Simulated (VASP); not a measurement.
**KRh: single point with PBE**

Crystal: KRh.

```
K Rh
1.0
     3.84647    0.00000    0.00000
     0.00000    3.84647    0.00000
     0.00000    0.00000    3.84647
K Rh
1 1
Direct
  0.00000 0.00000 0.00000
  0.50000 0.50000 0.50000
```

```
Program                : VASP 6.6.1
Task                   : single point
Functional             : PBE
Potentials or basis    : VASP PAW PBE potentials, release 64 (K_sv, Rh_pv)
Cutoff                 : 520 eV
k mesh                 : 7 × 7 × 7
Occupations            : fermi-dirac, width 0.05 eV
Spin                   : no spin polarisation
Dipole correction      : no
Further INCAR settings : ALGO = Normal; EDIFF = 1e-07; NBANDS = 19
```

* Pressure: -2.7 GPa
* Band gap on the k mesh: zero (bands 12 and 13 overlap by 0.29 eV)

Levels at points of the mesh, in eV from the Fermi level:
| k point | band 10 | band 11 | band 12 | band 13 | band 14 | band 15 |
| --- | --- | --- | --- | --- | --- | --- |
| (0.00, 0.00, 0.00) | -1.08 | -0.05 | -0.05 | -0.05 | 5.96 | 5.96 |

Run time: 36 s on 1 thread of Intel Xeon 8259CL (shared host), peak memory 0.18 GiB.
